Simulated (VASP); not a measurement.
# Si (Cm) in VASP: notebook

Si is run at these levels: PBE; tasks: single point.

Program: VASP 6.6.1. These are calculated values, not measurements. Logs are shortened: lines on timing, memory, paths and dates and some standing lists are left out, and cuts for length are marked.

## 1. The cell of the first run

Symmetry: Cm, No. 8, monoclinic system. Conventional cell: a = 6.636 Å, b = 3.831 Å, c = 6.333 Å, α = 90.00°, β = 90.00°, γ = 90.00°. Si (site symmetry m) has 2 Si at 1.99 Å within 2.6 Å. Si (site symmetry m) has 4 Si at 2.35 to 2.37 Å within 3.1 Å. Si (site symmetry m) has 4 Si at 2.35 to 3.03 Å within 3.1 Å. Within 2.6 Å of Si (site symmetry m) lie 3 Si at 1.99 to 2.37 Å.

## 2. Single point, PBE (atom 1 (Si) moved by (-0.600, -0.600) A along y and z)

The input, INCAR:

```
PREC     = Accurate       # precision mode
ENCUT    = 520            # plane-wave cutoff, eV
EDIFF    = 1E-7           # SCF threshold, eV
ISMEAR   = 0              # smearing method
SIGMA    = 0.05           # smearing width, eV
LREAL    = F              # projectors in reciprocal space
LASPH    = T              # aspherical terms in the spheres
NELM     = 60             # most SCF steps
ALGO     = Normal         # electronic algorithm
ISIF     = 2              # what is computed and relaxed
LWAVE    = F              # write WAVECAR
LCHARG   = T              # write CHGCAR
GGA      = PE             # functional
LELF     = T              # ELF
LVHAR    = T            
NBANDS   = 16             # bands
```

The input, KPOINTS:

```
regular mesh
0
Gamma
  12 12 6
```

The input, POSCAR:

```
Si
1.0
    3.8313174605      0.0000000000      0.0000000000
   -1.9156587303      3.3180182508      0.0000000000
    0.0000000000      0.0000000000      6.3326220002
Si
4
Direct
    0.2429179175      0.4858358349     -0.0317379837
    0.6666666667      0.3333333333      0.5630095000
    0.3333333333      0.6666666667      0.4369905000
    0.6666666667      0.3333333333      0.9369905000
```

Potentials or basis: VASP PAW PBE potentials, release 64 (Si).

Launch:

```console
$ cat potpaw_PBE.64/Si/POTCAR > POTCAR
$ mpirun -np 1 vasp_std > vasp.out
```

OUTCAR:

```text
PREC = Accurate
   ENCUT = 520
   EDIFF = 1E-7
   ISMEAR = 0
   LREAL = F
   LASPH = T
   NELM = 60
   ISIF = 2
   GGA = PE

 ion  position               nearest neighbor table
   1  0.243  0.486  0.968-   4 1.99   4 1.99   4 2.82   3 3.03
   2  0.667  0.333  0.563-   3 2.35   3 2.35   3 2.35   4 2.37
   3  0.333  0.667  0.437-   2 2.35   2 2.35   2 2.35   1 3.03
   4  0.667  0.333  0.937-   1 1.99   1 1.99   2 2.37   1 2.82

  LATTYP: Found a hexagonal cell.
 ALAT       =     3.8313174605
 C/A-ratio  =     1.6528575524

  Lattice vectors:

 A1 = (   3.8313174605,   0.0000000000,   0.0000000000)
 A2 = (  -1.9156587303,   3.3180182508,   0.0000000000)
 A3 = (   0.0000000000,   0.0000000000,   6.3326220002)

Analysis of symmetry for initial positions (statically):
=====================================================================
 Subroutine PRICEL returns:
 Original cell was already a primitive cell.

 Routine SETGRP: Setting up the symmetry group for a
 hexagonal supercell.

 Subroutine GETGRP returns: Found  2 space group operations
 (whereof  2 operations were pure point group operations)
 out of a pool of 24 trial point group operations.

The static configuration has the point symmetry C_1h.

Analysis of symmetry for dynamics (positions and initial velocities):
=====================================================================
 Subroutine PRICEL returns:
 Original cell was already a primitive cell.

 Routine SETGRP: Setting up the symmetry group for a
 hexagonal supercell.

 Subroutine GETGRP returns: Found  2 space group operations
 (whereof  2 operations were pure point group operations)
 out of a pool of 24 trial point group operations.

The dynamic configuration has the point symmetry C_1h.

 Subroutine INISYM returns: Found  2 space group operations
 (whereof  2 operations are pure point group operations),
 and found     1 'primitive' translations

----------------------------------------------------------------------------------------

                                     Primitive cell

  volume of cell :      80.5027

  direct lattice vectors                    reciprocal lattice vectors
     3.831317461  0.000000000  0.000000000     0.261006823  0.150692360  0.000000000
    -1.915658730  3.318018251  0.000000000     0.000000000  0.301384720  0.000000000
     0.000000000  0.000000000  6.332622000     0.000000000  0.000000000  0.157912473

  length of vectors
     3.831317461  3.831317461  6.332622000     0.301384720  0.301384720  0.157912473

  position of ions in fractional coordinates (direct lattice)
     0.242917918  0.485835835  0.968262016
     0.666666667  0.333333333  0.563009500
     0.333333333  0.666666667  0.436990500
     0.666666667  0.333333333  0.936990500

  ion indices of the primitive-cell ions
   primitive index   ion index
                 1           1
                 2           2
                 3           3
                 4           4

----------------------------------------------------------------------------------------

 KPOINTS: regular mesh

Automatic generation of k-mesh.
 Grid dimensions read from file:
 generate k-points for:   12   12    6

 Generating k-lattice:

  Cartesian coordinates                     Fractional coordinates (reciprocal lattice)
     0.021750569  0.012557697  0.000000000     0.083333333  0.000000000  0.000000000
     0.000000000  0.025115393  0.000000000     0.000000000  0.083333333  0.000000000
     0.000000000  0.000000000  0.026318745     0.000000000  0.000000000  0.166666667

  Length of vectors
     0.025115393  0.025115393  0.026318745

  Shift w.r.t. Gamma in fractional coordinates (k-lattice)
     0.000000000  0.000000000  0.000000000

 Subroutine IBZKPT returns following result:
 ===========================================

 Found    242 irreducible k-points:

 Following reciprocal coordinates:
            Coordinates               Weight
  0.000000  0.000000  0.000000      1.000000
  0.083333  0.000000  0.000000      4.000000
  0.000000  0.083333  0.000000      2.000000
  0.166667  0.000000  0.000000      4.000000
  0.000000  0.166667  0.000000      2.000000
  0.250000  0.000000  0.000000      4.000000
[... 16 lines left out ...]
 -0.083333  0.416667  0.000000      4.000000
 -0.416667  0.333333  0.000000      4.000000
 [... further k-points ...]
   k-points           NKPTS =    242   k-points in BZ     NKDIM =    242   number of bands    NBANDS=     16
   number of dos      NEDOS =    301   number of ions     NIONS =      4
   total plane-waves  NPLWV =  37632
   dimension x,y,z NGX =    28 NGY =   28 NGZ =   48
   dimension x,y,z NGXF=    56 NGYF=   56 NGZF=   96
   ions per type =               4
   NGX,Y,Z   is equivalent  to a cutoff of  12.15, 12.15, 12.60 a.u.
   NGXF,Y,Z  is equivalent  to a cutoff of  24.30, 24.30, 25.20 a.u.
 SYSTEM =  unknown system
   PREC   = accura    normal or accurate (medium, high low for compatibility)
   ISTART =      0    job   : 0-new  1-cont  2-samecut
   ICHARG =      2    charge: 1-file 2-atom 10-const
   ISPIN  =      1    spin polarized calculation?
   LNONCOLLINEAR =      F non collinear calculations
   LSORBIT =      F    spin-orbit coupling
   LASPH  =      T    aspherical Exc in radial PAW
   ENCUT  =  520.0 eV  38.22 Ry    6.18 a.u.   7.12  7.12 11.77*2*pi/ulx,y,z
   NELM   =     60;   NELMIN=  2; NELMDL= -5     # of ELM steps
   EDIFF  = 0.1E-06   stopping-criterion for ELM
   LREAL  =      F    real-space projection
   EDIFFG = 0.1E-05   stopping-criterion for IOM
   NSW    =      0    number of steps for IOM
   IBRION =     -1    ionic relax: 0-MD 1-quasi-New 2-CG
   NFREE  =      0    steps in history (QN), initial steepest desc. (CG)
   ISIF   =      2    stress and relaxation
   ISYM   =      2    0-nonsym 1-usesym 2-fastsym
   POTIM  = 0.5000    time-step for ionic-motion
   TEBEG  =    0.0;   TEEND  =   0.0 temperature during run
   PSTRESS=    0.0 pullay stress
   NELECT =      16.0000    total number of electrons
   NUPDOWN=      -1.0000    fix difference up-down
   EMIN   =  10.00;   EMAX   =-10.00  energy-range for DOS
   EFERMI =   0.00;   METHOD = LEGACY
   ISMEAR =     0;   SIGMA  =   0.05  broadening in eV -4-tet -1-fermi 0-gaus
   EFERMI_NEDOS =   21; number of points for ismear=-14 and -15
   IALGO  =     38    algorithm
   IMIX   =      4    mixing-type and parameters
     AMIX     =   0.40;   BMIX     =  1.00
     AMIX_MAG =   1.60;   BMIX_MAG =  1.00
  volume/ion in A,a.u.               =      20.13       135.81
  Fermi-wavevector in a.u.,A,eV,Ry     =   0.955384  1.805414 12.418837  0.912759
  Thomas-Fermi vector in A             =   2.084217
   LORBIT       =      0    0 simple, 1 ext, 2 COOP (PROOUT), +10 PAW based schemes
   GGA     = PE    functional components
   LHFCALC =     F    Hartree Fock is set to
   AEXX    =    0.0000 exact exchange contribution
   IVDW    =     0    specifies the selected vdW correction
   LEPSILON=     F    determine dielectric tensor
   LRPA    =     F    only Hartree local field effects (RPA)
 non-spin polarized calculation
 Gauss-broadening in eV      SIGMA  =   0.05
  energy-cutoff  :      520.00
  volume of cell :       80.50
 maximum number of plane-waves:      2208
   NGX = 15   NGY = 15   NGZ = 23

 number of electron      15.9999999 magnetization

 Free energy of the ion-electron system (eV)
  ---------------------------------------------------
  ext. energy  EPLUGINS =         0.00000000
  ---------------------------------------------------
  free energy    TOTEN  =       -18.11844174 eV

  energy without entropy =      -18.11602653  energy(sigma->0) =      -18.11723413

 E-fermi :   5.8460     XC(G=0):  -9.4150

 val. band max:        5.8420365302   @ k =   0.5000   0.0000   0.5000
 cond. band min:       5.8473563114   @ k =   0.4167   0.0000   0.1667
 fundamental gap:      0.0053197812
 Fermi energy:         5.8460190005

 k-point     1 :       0.0000    0.0000    0.0000
  band No.  band energies     occupation
      1      -6.7800      2.00000
      2      -4.3019      2.00000
      3      -0.4449      2.00000
      4       2.0224      2.00000
      5       4.9898      2.00000
      6       5.4610      2.00000
[... 8 lines left out ...]
     15      10.4647      0.00000
     16      11.4673      0.00000

 k-point     2 :       0.0833    0.0000    0.0000
  band No.  band energies     occupation
      1      -6.6973      2.00000
      2      -4.2204      2.00000
      3      -0.3916      2.00000
      4       1.6559      2.00000
      5       4.5077      2.00000
      6       5.0112      2.00000
[... 8 lines left out ...]
     15      10.4803      0.00000
     16      11.0281      0.00000

 k-point     3 :       0.0000    0.0833    0.0000
  band No.  band energies     occupation
      1      -6.7100      2.00000
      2      -4.2250      2.00000
      3      -0.3878      2.00000
      4       1.9573      2.00000
      5       4.0630      2.00000
      6       5.3075      2.00000
[... 8 lines left out ...]
     15      10.6404      0.00000
     16      11.4403      0.00000

 k-point     4 :       0.1667    0.0000    0.0000
  band No.  band energies     occupation
      1      -6.4506      2.00000
      2      -3.9781      2.00000
      3      -0.3041      2.00000
      4       0.8732      2.00000
      5       3.4633      2.00000
      6       4.4230      2.00000
[... 8 lines left out ...]
     15      10.7612      0.00000
     16      11.5313      0.00000
[... 324 lines left out ...]
 k-point    22 :       0.3333    0.0833    0.0000
  band No.  band energies     occupation
      1      -5.1781      2.00000
      2      -2.7707      2.00000
      3      -2.0025      2.00000
      4       0.3180      2.00000
      5       1.4993      2.00000
      6       2.7581      2.00000
[... 8 lines left out ...]
     15      11.8852      0.00000
     16      13.0826      0.00000

 k-point    23 :      -0.0833    0.4167    0.0000
  band No.  band energies     occupation
      1      -5.5399      2.00000
      2      -2.8263      2.00000
      3      -0.8013      2.00000
      4       0.9198      2.00000
      5       1.2056      2.00000
      6       1.5528      2.00000
[... 8 lines left out ...]
     15      12.7191      0.00000
     16      13.4089      0.00000

 k-point    24 :      -0.4167    0.3333    0.0000
  band No.  band energies     occupation
      1      -5.0475      2.00000
      2      -2.7439      2.00000
      3      -2.3354      2.00000
      4       0.2997      2.00000
      5       1.5599      2.00000
      6       2.9176      2.00000
[... 8 lines left out ...]
     15      12.0501      0.00000
     16      12.5975      0.00000

 [... further k-points ...]

------------------------ aborting loop because EDIFF is reached ----------------------------------------

  FORCE on cell =-STRESS in cart. coord.  units (eV):
  Direction    XX          YY          ZZ          XY          YZ          ZX
  --------------------------------------------------------------------------------------
  -------------------------------------------------------------------------------------
  Total       19.9873496     -1.1941407     -1.2485199      0.0000000     -0.2400532      0.0000000
  in kB      397.7913334    -23.7659741    -24.8482367      0.0000000     -4.7775767      0.0000000
  external PRESSURE =     116.3923742 kB  Pullay stress =       0.0000000 kB

 VOLUME and BASIS-vectors are now :
 -----------------------------------------------------------------------------
  energy-cutoff  :      520.00
  volume of cell :       80.50
      direct lattice vectors                 reciprocal lattice vectors
     3.831317461  0.000000000  0.000000000     0.261006823  0.150692360  0.000000000
    -1.915658730  3.318018251  0.000000000     0.000000000  0.301384720  0.000000000
     0.000000000  0.000000000  6.332622000     0.000000000  0.000000000  0.157912473

 POSITION                                       TOTAL-FORCE (eV/Angst)
 -----------------------------------------------------------------------------------
      0.00000      1.61201      6.13164        -0.000000      4.674129      3.004731
      1.91566      1.10601      3.56533        -0.000000      0.022425     -0.716498
     -0.00000      2.21201      2.76730         0.000000     -0.274785     -0.975434
      1.91566      1.10601      5.93361         0.000000     -4.421770     -1.312798
 -----------------------------------------------------------------------------------
    total drift:                                0.000000     -0.000020      0.000017

  FREE ENERGIE OF THE ION-ELECTRON SYSTEM (eV)
  ---------------------------------------------------
  free  energy   TOTEN  =       -18.1184417364 eV

  energy  without entropy=      -18.1160265281  energy(sigma->0) =      -18.11723413
```

It took 5.2 min on 1 thread of Intel Xeon 8259CL, shared host; peak memory 0.34 GiB.

Results:

| Quantity | Value |
| --- | --- |
| Free energy | -18.1184 eV |
| Pressure | 11.6 GPa |
| Largest force | 5.557 eV/Å |
| Band gap on the k mesh | zero (bands 8 and 9 overlap by 1.48 eV) |

Forces in eV/Å, atoms in the order of the input:
```
Si   0.000  4.674  3.005
Si   0.000  0.022 -0.716
Si   0.000 -0.275 -0.975
Si   0.000 -4.422 -1.313
```

Stress tensor (GPa, compression positive):
```
39.78  0.00  0.00
 0.00 -2.38 -0.48
 0.00 -0.48 -2.48
```

Levels at points of the mesh, in eV from the Fermi level:
| k point | band 4 | band 5 | band 6 | band 7 | band 8 | band 9 | band 10 | band 11 | band 12 | band 13 |
| --- | --- | --- | --- | --- | --- | --- | --- | --- | --- | --- |
| (0.00, 0.00, 0.00) | -3.82 | -0.86 | -0.39 | 0.21 | 0.55 | 1.06 | 1.41 | 2.37 | 2.85 | 3.31 |
| (0.50, 0.00, 0.00) | -6.44 | -3.78 | -2.77 | -2.54 | -1.37 | -0.12 | 2.03 | 2.77 | 4.53 | 4.81 |
| (0.00, 0.50, 0.00) | -5.13 | -4.62 | -4.42 | -1.80 | -1.40 | -0.77 | 2.05 | 3.13 | 3.70 | 3.92 |
| (0.00, 0.00, 0.50) | -3.79 | -2.74 | -0.71 | -0.57 | 0.49 | 0.73 | 1.15 | 2.30 | 3.18 | 3.33 |
| (0.50, 0.00, 0.50) | -6.94 | -2.62 | -2.33 | -1.80 | -0.64 | 0.00 | 0.05 | 1.53 | 1.82 | 5.98 |
| (0.00, 0.50, 0.50) | -5.86 | -4.56 | -2.85 | -2.05 | -0.98 | -0.57 | 1.45 | 1.51 | 2.74 | 5.26 |

Caveat: the cell differs from its parent crystal (atom 1 (Si) moved by (-0.600, -0.600) A along y and z); the stress differs along the axes, from -2 to 40 GPa; forces of over 1 eV/Å act on the atoms, so gaps and moduli don't describe the material at rest.

## 3. Single point, PBE (atom 1 (Si) moved by (-0.600, +0.000) A along y and z)

The input, INCAR:

```
SYSTEM = Si
  PREC = Accurate
  ENCUT = 520
  EDIFF = 1E-6
  ISMEAR = 0
  SIGMA = 0.05
  LREAL = .False.
  LASPH = .True.
  NELM = 100
  ALGO = Normal
  ISIF = 2
  LWAVE = .False.
  LCHARG = .False.
  GGA = PE
  NBANDS = 16
```

The input, KPOINTS:

```
regular mesh
0
Gamma
  12 12 6
  0 0 0
```

POSCAR, as its differences from that of step 2:

```diff
@@ -8,3 +8,3 @@
 Direct
-    0.2429179175      0.4858358349     -0.0317379837
+    0.2429179175      0.4858358349      0.0630095000
     0.6666666667      0.3333333333      0.5630095000
```

Potentials or basis: VASP PAW PBE potentials, release 64 (Si).

Launch:

```console
$ cat potpaw_PBE.64/Si/POTCAR > POTCAR
$ mpirun -np 1 vasp_std > vasp.out
```

It took 4.6 min on 1 thread of Intel Xeon 8259CL, shared host; peak memory 0.34 GiB.

Results (log left out):

```
Free energy            : -20.3157 eV
Pressure               : 4.6 GPa
Largest force          : 3.764 eV/Å
Band gap on the k mesh : zero (bands 8 and 9 overlap by 1.17 eV)
```

Forces on the atoms (eV/Å):
```
Si   0.000  2.942  2.347
Si   0.000  0.037  0.011
Si   0.000 -0.472 -0.409
Si   0.000 -2.507 -1.949
```

Stress tensor (GPa, compression positive):
```
14.85  0.00  0.00
 0.00 -2.00  1.68
 0.00  1.68  0.96
```

Levels at points of the mesh, in eV from the Fermi level:
```csv
k point,band 5,band 6,band 7,band 8,band 9,band 10,band 11,band 12
"(0.00, 0.00, 0.00)",-1.37,-0.89,-0.74,0.35,0.79,1.66,1.79,2.24
"(0.50, 0.00, 0.00)",-4.78,-3.70,-3.00,-1.32,-0.15,1.62,2.67,3.18
"(0.00, 0.50, 0.00)",-4.96,-4.03,-2.60,-2.22,-0.48,1.45,1.67,2.73
"(0.00, 0.00, 0.50)",-2.93,-1.26,-1.24,0.70,0.96,1.32,1.55,2.65
"(0.50, 0.00, 0.50)",-3.11,-2.95,-2.51,-1.55,0.05,0.29,1.03,1.28
"(0.00, 0.50, 0.50)",-3.78,-3.24,-2.89,-2.75,0.01,0.66,1.09,1.96
```

Caveat: the cell differs from its parent crystal (atom 1 (Si) moved by (-0.600, +0.000) A along y and z); the stress differs along the axes, from -2 to 15 GPa; forces of over 1 eV/Å act on the atoms, so gaps and moduli don't describe the material at rest.
